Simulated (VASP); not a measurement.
Here is a VASP 6.6.1 calculation.

File POSCAR:

```
TaN
1.0
    0.0000000000      2.1522848345      2.1522848345
    2.1522848345      0.0000000000      2.1522848345
    2.1522848345      2.1522848345      0.0000000000
Ta N
1 1
Direct
    0.5000000000      0.5000000000      0.5000000000
    0.0000000000      0.0000000000      0.0000000000
```

INCAR.step1

```
SYSTEM = TaN
  ALGO = Normal
  EDIFF = 1E-4
  ENCUT = 600
  GGA = PE
  ISMEAR = 0
  LASPH = .True.
  LCHARG = .False.
  LREAL = .False.
  LWAVE = .True.
  NELM = 80
  PREC = Accurate
  SIGMA = 0.1
```

The input INCAR.step2:

```
SYSTEM = TaN
  ALGO = Normal
  EDIFF = 1E-7
  EDIFFG = -0.008
  ENCUT = 600
  IBRION = 2
  ISIF = 3
  ISMEAR = 0
  ISTART = 1
  LASPH = .True.
  LCHARG = .False.
  LMIXTAU = .True.
  LREAL = .False.
  LWAVE = .False.
  METAGGA = R2SCAN
  NELM = 80
  NSW = 70
  PREC = Accurate
  PSTRESS = 250.0
  SIGMA = 0.1
```

The input KPOINTS:

```
k-points
0
Gamma
  16 16 16
  0 0 0
```

Potentials or basis: VASP PAW PBE potentials, release 64 (Ta_pv, N).

Run with:

```console
$ cat potpaw_PBE.64/Ta_pv/POTCAR potpaw_PBE.64/N/POTCAR > POTCAR
$ cp INCAR.step1 INCAR
$ mpirun -np 1 vasp_std > vasp.out
$ cp INCAR.step2 INCAR
$ mpirun -np 1 vasp_std > vasp.out
```

(1) Estimate the band gap on the k mesh.

(2) What does it give for the relaxed cell?

(3) What does it give for the relaxed volume?

(4) Predict the space group after relaxing (to 0.05 Å).

Results:

(1) zero (band 8 reaches 12.39 eV, above the bottom of band 9 at 7.94 eV).

(2) a = 3.051 Å, b = 3.051 Å, c = 3.051 Å, α = 60.00°, β = 60.00°, γ = 60.00°.

(3) 10.04 Å³/atom.

(4) Fm-3m (No. 225).

Caveat: the cell is relaxed towards a set pressure, so the enthalpy falls and the energy may rise; the PAW data sets were made with another functional, which shifts forces and pressure a little; spin-orbit coupling is left out, which moves the levels of the heavy elements.
